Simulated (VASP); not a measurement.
Set up this calculation in VASP 6.6.1, as the native input.

```yaml
Task: single point
Functional: LDA
Potentials_or_basis: VASP PAW LDA potentials, release 64 (Nb_sv, N)
Cutoff: 600 eV
k_mesh: 13 × 13 × 13
Occupations: fermi-dirac, width 0.08 eV
Spin: no spin polarisation
Dipole_correction: no
Further_INCAR_settings: ALGO = Normal; EDIFF = 1e-06; NBANDS = 16
```

The structure of NbN lies in POSCAR:

```
NbN
1.0
    0.0000000000      2.1725550000      2.1945000000
    2.1725550000      0.0000000000      2.1945000000
    2.1725550000      2.1725550000      0.0000000000
Nb N
1 1
Direct
    0.5000000000      0.5000000000      0.5000000000
    0.0000000000      0.0000000000      0.0000000000
```

This cell differs from its parent crystal: equal xx and yy strain of -1 %.

One way to write it, as run:

INCAR

```
ALGO = Normal
EDIFF = 1E-6
ENCUT = 600
GGA = CA
GGA_COMPAT = F
ISIF = 2
ISMEAR = -1
LASPH = T
LCHARG = F
LREAL = F
LWAVE = F
NBANDS = 16
NELM = 120
PREC = Accurate
SIGMA = 0.08
```

KPOINTS

```
k-points
0
Gamma
  13 13 13
```

Potentials or basis: VASP PAW LDA potentials, release 64 (Nb_sv, N).

The run is started by

```sh
$ cat potpaw_LDA.64/Nb_sv/POTCAR potpaw_LDA.64/N/POTCAR > POTCAR
$ mpirun -np 1 vasp_std > vasp.out
```

Results of the run:

```yaml
Pressure: -0.9 GPa
Band_gap_on_the_k_mesh: zero (bands 9 and 10 overlap by 3.50 eV)
```

Caveat: the cell differs from its parent crystal (equal xx and yy strain of -1 %).

Wall time 2.7 min on 1 thread of Intel Xeon 8259CL, with other jobs on the host, peak memory 0.2 GiB.
